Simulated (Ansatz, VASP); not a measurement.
HfO2: VASP beside Ansatz

The input INCAR:

```
  PREC = Accurate
  ENCUT = 520
  EDIFF = 1E-7
  ISMEAR = 0
  SIGMA = 0.05
  LREAL = False
  LASPH = True
  NELM = 60
  ALGO = Normal
  ISIF = 2
  LWAVE = False
  LCHARG = False
  GGA = PE
  NBANDS = 31
```

Contents of KPOINTS:

```
Automatic mesh
0
Gamma
  6 6 6
```

POSCAR

```
HfO2
1.0
    0.0000000000     -2.5489194559     -2.5489194559
    0.0000000000      2.5489194559     -2.5489194559
    5.0978389119      0.0000000000      0.0000000000
Hf O
2 4
Direct
    0.5051394327      0.4948605673      0.5000000000
   -0.0051394327      0.0051394327      0.0000000000
    0.0000374893      0.5000374893      0.6634927549
    0.4999625107     -0.0000374893      0.3365072451
    0.0000374893      0.5000374893      0.1634927549
    0.4999625107     -0.0000374893      0.8365072451
```

Input for Ansatz:

```yaml
crystal:
  lattice:
    - [0.0, -2.5489194559, -2.5489194559]
    - [0.0, 2.5489194559, -2.5489194559]
    - [5.0978389119, 0.0, 0.0]
  atoms:
    - { symbol: Hf, position: [0.5051394327, 0.4948605673, 0.5] }
    - { symbol: Hf, position: [-0.0051394327, 0.0051394327, 0.0] }
    - { symbol: O, position: [3.74893e-05, 0.5000374893, 0.6634927549] }
    - { symbol: O, position: [0.4999625107, -3.74893e-05, 0.3365072451] }
    - { symbol: O, position: [3.74893e-05, 0.5000374893, 0.1634927549] }
    - { symbol: O, position: [0.4999625107, -3.74893e-05, 0.8365072451] }
basis:
  ecutwfc: 520.0
kpoints:
  mp_grid: { grid: [6, 6, 6] }
hamiltonian:
  xc: pbe
  pseudopotentials: { kind: paw, azcp: { folder: soft_1 } }
scf:
  occupations: { method: gaussian, width: 0.05 }
output:
  forces: true
  stress: true
  eigenvalues: true
  write_density: true
  write_potential: true
  elf: true
  volumetric_format: npy
```

Change from the starting cell: mode 1 frozen in at -0.441 Å and mode 5 at -0.026 Å (largest displacements).

Alike in both runs: task single point; functional PBE; k mesh 6 × 6 × 6; occupations gaussian, width 0.05 eV; no spin polarisation.

```csv
,VASP,Ansatz
version,VASP 6.6.1,Ansatz 0.2.0
potentials or method,"VASP PAW PBE potentials, release 64 (Hf_pv, O), cutoff 520 eV","scalar-relativistic, plane waves, PAW"
valence electrons in the cell,44,76
```

Ansatz gave:

- gap on the k mesh at the Fermi level (eV): 4.36
- least direct gap on the mesh (eV): 4.55
- pressure (GPa): 18.1
- traceless stress, the component that is largest in VASP (GPa): 6.70
- rms of the force components (eV/Å): 0.728

**Question.** Estimate VASP's values.

**Answer.** gap on the k mesh at the Fermi level (eV): 4.32; least direct gap on the mesh (eV): 4.50; pressure (GPa): 14.9; traceless stress, the component that is largest in VASP (GPa): 7.16; rms of the force components (eV/Å): 0.704.

Atom by atom the forces differ by 0.026 eV/Å (rms over components). With one functional, cell and mesh, what is left measures potentials, basis and numerics. VASP's potentials hold 44 valence electrons a cell and Ansatz's 76, so a difference there can come from the potentials and not from the codes.

Spin-orbit coupling is off throughout.
